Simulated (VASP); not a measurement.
# Si5C3 in VASP: single point with PBE

Aim: the single point of Si5C3 with PBE.

Program: VASP 6.6.1. These are calculated values, not measurements. Logs are shortened: lines on timing, memory, paths and dates and some standing lists are left out, and cuts for length are marked.

**1. The cell of the first run**

The typed cell holds 16 atoms: a = 7.533 Å, b = 5.731 Å, c = 5.731 Å, α = 57.78°, β = 67.39°, γ = 67.39°.

**2. Single point, PBE**

Contents of INCAR:

```
SYSTEM = Si5C3
ALGO = Fast
EDIFF = 1E-6
ENCUT = 520
GGA = PE
ISIF = 2
ISMEAR = 0
LASPH = .True.
LCHARG = .False.
LREAL = Auto
LWAVE = .False.
NBANDS = 46
NELM = 100
PREC = Accurate
SIGMA = 0.1
```

Contents of KPOINTS:

```
k-points
0
Gamma
  6 6 6
  0 0 0
```

Contents of POSCAR:

```
Si5C3
1.0
   -5.2607820000      5.2607650000     -1.1828200000
   -3.9967490000      0.0812130000      4.1064810000
   -0.0811840000      3.9967620000      4.1065100000
C Si
6 10
Direct
    0.4482315126      0.0056368876      0.0063385997
    0.4482246454      0.5056650959      0.5063679888
    0.3940114391      0.8496911408      0.3503717949
    0.3762053324      0.3846504533      0.3853491465
    0.3762023126      0.8846274979      0.8853251715
    0.3940098207      0.3496745592      0.8503902119
    0.0810836972      0.9425173599      0.9432258766
    0.1153293883      0.4804901553      0.9814779148
    0.1153321683      0.9807927417      0.4811725871
    0.4852863603      0.5016977291      0.0024102936
    0.4852877172      0.0017099039      0.5023974789
    0.0811158054      0.4426299746      0.4433448580
    0.8468861500      0.9209975295      0.4215256244
    0.7448724078      0.4106720729      0.4113942014
    0.7448855053      0.9105952098      0.9113269457
    0.8468870869      0.4209203708      0.9215968091
```

Potentials or basis: VASP PAW PBE potentials, release 64 (C, Si).

On the command line:

```console
cat potpaw_PBE.64/C/POTCAR potpaw_PBE.64/Si/POTCAR > POTCAR
mpirun -np 1 vasp_std > vasp.out
```

OUTCAR:

```text
SYSTEM = Si5C3
   EDIFF = 1E-6
   ENCUT = 520
   GGA = PE
   ISIF = 2
   ISMEAR = 0
   LASPH = .True.
   LREAL = Auto
   NELM = 100
   PREC = Accurate

 ion  position               nearest neighbor table
   1  0.448  0.006  0.006-   5 1.53   3 1.62   6 1.62  15 2.01
   2  0.448  0.506  0.506-   4 1.53   6 1.62   3 1.62  14 2.01
   3  0.394  0.850  0.350-   2 1.62   1 1.62   9 1.93  11 1.93
   4  0.376  0.385  0.385-   2 1.53  11 1.85  10 1.85  12 2.04
   5  0.376  0.885  0.885-   1 1.53  10 1.85  11 1.85   7 2.04
   6  0.394  0.350  0.850-   2 1.62   1 1.62   8 1.93  10 1.93
   7  0.081  0.943  0.943-   5 2.04   8 2.45   9 2.45  13 2.59  16 2.59  15 2.69  12 2.77  12 2.77
                            10 3.12  11 3.12
   8  0.115  0.480  0.981-   6 1.93  16 2.35   7 2.45  12 2.45   9 2.77   9 2.77  10 2.89  14 2.92
                            15 2.92
   9  0.115  0.981  0.481-   3 1.93  13 2.35  12 2.45   7 2.45   8 2.77   8 2.77  11 2.89  14 2.92
                            15 2.92
  10  0.485  0.502  0.002-   5 1.85   4 1.85   6 1.93  16 2.48  11 2.77  11 2.77   8 2.89   7 3.12
                            12 3.12
  11  0.485  0.002  0.502-   5 1.85   4 1.85   3 1.93  13 2.48  10 2.77  10 2.77   9 2.89  12 3.12
                             7 3.12
  12  0.081  0.443  0.443-   4 2.04   9 2.45   8 2.45  16 2.59  13 2.59  14 2.69   7 2.77   7 2.77
                            11 3.12  10 3.12
  13  0.847  0.921  0.422-   9 2.35  11 2.48  14 2.58  15 2.58  12 2.59   7 2.59  16 2.77  16 2.77

  14  0.745  0.411  0.411-   2 2.01  13 2.58  16 2.58  12 2.69  15 2.77  15 2.77   9 2.92   8 2.92

  15  0.745  0.911  0.911-   1 2.01  16 2.58  13 2.58   7 2.69  14 2.77  14 2.77   8 2.92   9 2.92

  16  0.847  0.421  0.922-   8 2.35  10 2.48  15 2.58  14 2.58  12 2.59   7 2.59  13 2.77  13 2.77

  LATTYP: Found a base centered monoclinic cell.
 ALAT       =    10.0355686844
 B/A-ratio  =     0.5517807698
 C/A-ratio  =     0.7506595375
 COS(beta)  =    -0.4390409823

  Lattice vectors:

 A1 = (   3.9967490000,  -0.0812130000,  -4.1064810000)
 A2 = (   0.0811840000,  -3.9967620000,  -4.1065100000)
 A3 = (  -5.2607820000,   5.2607650000,  -1.1828200000)

Analysis of symmetry for initial positions (statically):
=====================================================================
 Subroutine PRICEL returns:
 Original cell was already a primitive cell.

 Routine SETGRP: Setting up the symmetry group for a
 base centered monoclinic supercell.

 Subroutine GETGRP returns: Found  1 space group operations
 (whereof  1 operations were pure point group operations)
 out of a pool of  4 trial point group operations.

The static configuration has the point symmetry C_1 .

Analysis of symmetry for dynamics (positions and initial velocities):
=====================================================================
 Subroutine PRICEL returns:
 Original cell was already a primitive cell.

 Routine SETGRP: Setting up the symmetry group for a
 base centered monoclinic supercell.

 Subroutine GETGRP returns: Found  1 space group operations
 (whereof  1 operations were pure point group operations)
 out of a pool of  4 trial point group operations.

The dynamic configuration has the point symmetry C_1 .

 Subroutine INISYM returns: Found  1 space group operations
 (whereof  1 operations are pure point group operations),
 and found     1 'primitive' translations

----------------------------------------------------------------------------------------

                                     Primitive cell

  volume of cell :     188.0649

  direct lattice vectors                    reciprocal lattice vectors
    -5.260782000  5.260765000 -1.182820000    -0.085497760  0.085498738 -0.084904008
    -3.996749000  0.081213000  4.106481000    -0.140009316 -0.115382951  0.109531373
    -0.081184000  3.996762000  4.106510000     0.115381951  0.140008794  0.109529829

  length of vectors
     7.533295347  5.730949688  5.730979123     0.147745022  0.211926770  0.211925083

  position of ions in fractional coordinates (direct lattice)
     0.448231513  0.005636888  0.006338600
     0.448224645  0.505665096  0.506367989
     0.394011439  0.849691141  0.350371795
     0.376205332  0.384650453  0.385349146
     0.376202313  0.884627498  0.885325171
     0.394009821  0.349674559  0.850390212
[... 8 lines left out ...]
     0.744885505  0.910595210  0.911326946
     0.846887087  0.420920371  0.921596809

  ion indices of the primitive-cell ions
   primitive index   ion index
                 1           1
                 2           2
                 3           3
                 4           4
                 5           5
                 6           6
[... 8 lines left out ...]
                15          15
                16          16

----------------------------------------------------------------------------------------

 KPOINTS: k-points

Automatic generation of k-mesh.
 Grid dimensions read from file:
 generate k-points for:    6    6    6

 Generating k-lattice:

  Cartesian coordinates                     Fractional coordinates (reciprocal lattice)
    -0.014249627  0.014249790 -0.014150668     0.166666667 -0.000000000  0.000000000
    -0.023334886 -0.019230492  0.018255229    -0.000000000  0.166666667  0.000000000
     0.019230325  0.023334799  0.018254972    -0.000000000  0.000000000  0.166666667

  Length of vectors
     0.024624170  0.035321128  0.035320847

  Shift w.r.t. Gamma in fractional coordinates (k-lattice)
     0.000000000  0.000000000  0.000000000

 Subroutine IBZKPT returns following result:
 ===========================================

 Found    112 irreducible k-points:

 Following reciprocal coordinates:
            Coordinates               Weight
  0.000000  0.000000  0.000000      1.000000
  0.166667 -0.000000 -0.000000      2.000000
  0.333333 -0.000000  0.000000      2.000000
  0.500000 -0.000000 -0.000000      1.000000
 -0.000000  0.166667  0.000000      2.000000
  0.000000  0.000000 -0.166667      2.000000
[... 16 lines left out ...]
  0.500000  0.333333  0.000000      2.000000
  0.500000  0.000000 -0.333333      2.000000
 [... further k-points ...]
   k-points           NKPTS =    112   k-points in BZ     NKDIM =    112   number of bands    NBANDS=     46
   number of dos      NEDOS =    301   number of ions     NIONS =     16
   total plane-waves  NPLWV = 129024
   dimension x,y,z NGX =    56 NGY =   48 NGZ =   48
   dimension x,y,z NGXF=   112 NGYF=   96 NGZF=   96
   ions per type =               6  10
   NGX,Y,Z   is equivalent  to a cutoff of  12.36, 13.92, 13.92 a.u.
   NGXF,Y,Z  is equivalent  to a cutoff of  24.72, 27.85, 27.85 a.u.
 SYSTEM =  Si5C3
   PREC   = accura    normal or accurate (medium, high low for compatibility)
   ISTART =      0    job   : 0-new  1-cont  2-samecut
   ICHARG =      2    charge: 1-file 2-atom 10-const
   ISPIN  =      1    spin polarized calculation?
   LNONCOLLINEAR =      F non collinear calculations
   LSORBIT =      F    spin-orbit coupling
   LASPH  =      T    aspherical Exc in radial PAW
   ENCUT  =  520.0 eV  38.22 Ry    6.18 a.u.  14.01 10.66 10.66*2*pi/ulx,y,z
   NELM   =    100;   NELMIN=  2; NELMDL= -5     # of ELM steps
   EDIFF  = 0.1E-05   stopping-criterion for ELM
   LREAL  =      T    real-space projection
   EDIFFG = 0.1E-04   stopping-criterion for IOM
   NSW    =      0    number of steps for IOM
[... 5 lines left out ...]
   TEBEG  =    0.0;   TEEND  =   0.0 temperature during run
   PSTRESS=    0.0 pullay stress
   NELECT =      64.0000    total number of electrons
   NUPDOWN=      -1.0000    fix difference up-down
   EMIN   =  10.00;   EMAX   =-10.00  energy-range for DOS
   EFERMI =   0.00;   METHOD = LEGACY
   ISMEAR =     0;   SIGMA  =   0.10  broadening in eV -4-tet -1-fermi 0-gaus
   EFERMI_NEDOS =   21; number of points for ismear=-14 and -15
   IALGO  =     68    algorithm
   IMIX   =      4    mixing-type and parameters
     AMIX     =   0.40;   BMIX     =  1.00
     AMIX_MAG =   1.60;   BMIX_MAG =  1.00
  volume/ion in A,a.u.               =      11.75        79.32
  Fermi-wavevector in a.u.,A,eV,Ry     =   1.142963  2.159887 17.774174  1.306365
  Thomas-Fermi vector in A             =   2.279660
   LORBIT       =      0    0 simple, 1 ext, 2 COOP (PROOUT), +10 PAW based schemes
   GGA     = PE    functional components
   LHFCALC =     F    Hartree Fock is set to
   AEXX    =    0.0000 exact exchange contribution
   IVDW    =     0    specifies the selected vdW correction
   LEPSILON=     F    determine dielectric tensor
   LRPA    =     F    only Hartree local field effects (RPA)
 non-spin polarized calculation
 RMM-DIIS sequential band-by-band and
 Gauss-broadening in eV      SIGMA  =   0.10
  energy-cutoff  :      520.00
  volume of cell :      188.06
 maximum number of plane-waves:      5091
   NGX = 29   NGY = 21   NGZ = 21

 number of electron      63.9999999 magnetization

 Free energy of the ion-electron system (eV)
  ---------------------------------------------------
  ext. energy  EPLUGINS =         0.00000000
  ---------------------------------------------------
  free energy    TOTEN  =      -101.28117516 eV

  energy without entropy =     -101.26019317  energy(sigma->0) =     -101.27068416

 E-fermi :   9.3542     XC(G=0): -11.2547

 val. band max:        9.3539330860   @ k =  -0.0000   0.5000   0.5000
 cond. band min:       9.3604446681   @ k =  -0.1667   0.5000   0.3333
 fundamental gap:      0.0065115821
 Fermi energy:         9.3541838941

 k-point     1 :       0.0000    0.0000    0.0000
  band No.  band energies     occupation
      1      -8.2420      2.00000
      2      -4.9664      2.00000
      3      -4.0340      2.00000
      4      -3.6744      2.00000
      5      -3.5830      2.00000
      6      -2.4416      2.00000
[... 36 lines left out ...]
     43      13.9489      0.00000
     44      14.3299      0.00000

 k-point     2 :       0.1667   -0.0000   -0.0000
  band No.  band energies     occupation
      1      -8.2322      2.00000
      2      -4.9667      2.00000
      3      -4.0973      2.00000
      4      -3.7424      2.00000
      5      -3.6770      2.00000
      6      -2.2321      2.00000
[... 36 lines left out ...]
     43      13.8228      0.00000
     44      13.9614      0.00000

 k-point     3 :       0.3333   -0.0000    0.0000
  band No.  band energies     occupation
      1      -8.2121      2.00000
      2      -4.9671      2.00000
      3      -4.2874      2.00000
      4      -3.8567      2.00000
      5      -3.6821      2.00000
      6      -2.0577      2.00000
[... 36 lines left out ...]
     43      13.3289      0.00000
     44      13.7297      0.00000

 k-point     4 :       0.5000   -0.0000   -0.0000
  band No.  band energies     occupation
      1      -8.2018      2.00000
      2      -4.9673      2.00000
      3      -4.3869      2.00000
      4      -3.8769      2.00000
      5      -3.6846      2.00000
      6      -2.0420      2.00000
[... 882 lines left out ...]
     43      13.6351      0.00000
     44      13.7827      0.00000

 k-point    23 :       0.5000    0.3333    0.0000
  band No.  band energies     occupation
      1      -7.6984      2.00000
      2      -6.3094      2.00000
      3      -4.2432      2.00000
      4      -3.9734      2.00000
      5      -3.5711      2.00000
      6      -1.5897      2.00000
[... 36 lines left out ...]
     43      13.3613      0.00000
     44      13.4676      0.00000

 k-point    24 :       0.5000    0.0000   -0.3333
  band No.  band energies     occupation
      1      -7.6984      2.00000
      2      -6.3094      2.00000
      3      -4.2431      2.00000
      4      -3.9734      2.00000
      5      -3.5712      2.00000
      6      -1.5898      2.00000
[... 36 lines left out ...]
     43      13.3612      0.00000
     44      13.4679      0.00000

 [... further k-points ...]

 [bands above 44 left out]

------------------------ aborting loop because EDIFF is reached ----------------------------------------

  FORCE on cell =-STRESS in cart. coord.  units (eV):
  Direction    XX          YY          ZZ          XY          YZ          ZX
  --------------------------------------------------------------------------------------
  -------------------------------------------------------------------------------------
  Total        0.8483318      0.8424595     -0.9900545      0.0946830     -0.2492411      0.2440565
  in kB        7.2271766      7.1771484     -8.4345513      0.8066314     -2.1233551      2.0791861
  external PRESSURE =       1.9899246 kB  Pullay stress =       0.0000000 kB

 VOLUME and BASIS-vectors are now :
 -----------------------------------------------------------------------------
  energy-cutoff  :      520.00
  volume of cell :      188.06
      direct lattice vectors                 reciprocal lattice vectors
    -5.260782000  5.260765000 -1.182820000    -0.085497760  0.085498738 -0.084904008
    -3.996749000  0.081213000  4.106481000    -0.140009316 -0.115382951  0.109531373
    -0.081184000  3.996762000  4.106510000     0.115381951  0.140008794  0.109529829

 POSITION                                       TOTAL-FORCE (eV/Angst)
 -----------------------------------------------------------------------------------
     -2.38109      2.38383     -0.48100        -0.050326      0.048110     -0.002577
     -4.42014      4.42290      3.62574        -0.049837      0.047789     -0.003357
     -5.49726      3.54216      4.46200         0.020048     -0.017638      0.072680
     -3.54777      3.55052      2.71702         0.047021     -0.046583      0.010623
     -5.58663      5.58939      6.82332         0.047917     -0.046783      0.011002
     -3.53940      5.50000      4.46203         0.020477     -0.017217      0.072582
[... 8 lines left out ...]
     -7.63209      7.63498      6.60065         0.068120     -0.068673      0.044096
     -6.21242      8.17286      4.51133         0.127863     -0.127759      0.134717
 -----------------------------------------------------------------------------------
    total drift:                                0.003224      0.004116     -0.005983

  FREE ENERGIE OF THE ION-ELECTRON SYSTEM (eV)
  ---------------------------------------------------
  free  energy   TOTEN  =      -101.2811751592 eV

  energy  without entropy=     -101.2601931686  energy(sigma->0) =     -101.27068416
```

Wall time 44 min (1 thread of Oxide Virtual Turin-like, shared host); peak memory 0.68 GiB.

Results:

```
Free energy            : -101.2812 eV
Pressure               : 0.2 GPa
Largest force          : 0.225 eV/Å
Band gap on the k mesh : zero (bands 32 and 33 overlap by 1.85 eV)
```

Forces on the atoms (eV/Å):
```
C   -0.050  0.048 -0.003
C   -0.050  0.048 -0.003
C    0.020 -0.018  0.073
C    0.047 -0.047  0.011
C    0.048 -0.047  0.011
C    0.020 -0.017  0.073
Si  -0.139  0.138  0.028
Si  -0.045  0.045 -0.146
Si  -0.044  0.045 -0.147
Si  -0.030  0.030 -0.140
Si  -0.030  0.030 -0.140
Si  -0.139  0.138  0.028
Si   0.128 -0.128  0.135
Si   0.069 -0.069  0.043
Si   0.068 -0.069  0.044
Si   0.128 -0.128  0.135
```

Stress tensor (GPa, compression positive):
```
 0.72  0.08  0.21
 0.08  0.72 -0.21
 0.21 -0.21 -0.84
```

Levels at points of the mesh, in eV from the Fermi level:
```
           k point  band 28  band 29  band 30  band 31  band 32  band 33  band 34  band 35  band 36  band 37
(0.00, 0.00, 0.00)    -2.36    -2.31    -2.24    -1.01    -0.63    -0.56     0.54     2.10     2.35     2.96
(0.50, 0.00, 0.00)    -1.51    -0.99    -0.56     0.25     1.29     1.35     1.60     1.97     1.98     2.16
(0.00, 0.50, 0.00)    -2.22    -1.84    -1.84    -1.04    -1.04     0.12     0.12     0.63     0.63     2.74
(0.00, 0.00, 0.50)    -2.23    -1.84    -1.84    -1.04    -1.04     0.12     0.12     0.63     0.63     2.74
(0.50, 0.50, 0.00)    -1.89    -1.22    -1.22    -0.41    -0.40     0.62     0.62     1.36     1.36     1.87
(0.50, 0.00, 0.50)    -1.89    -1.22    -1.22    -0.41    -0.40     0.62     0.62     1.36     1.36     1.87
(0.00, 0.50, 0.50)    -1.87    -1.05    -1.03    -0.55    -0.08     0.00     0.73     1.48     1.51     1.53
(0.50, 0.50, 0.50)    -2.05    -1.44    -1.05    -1.03    -0.89    -0.25     0.55     0.60     0.98     1.73
```
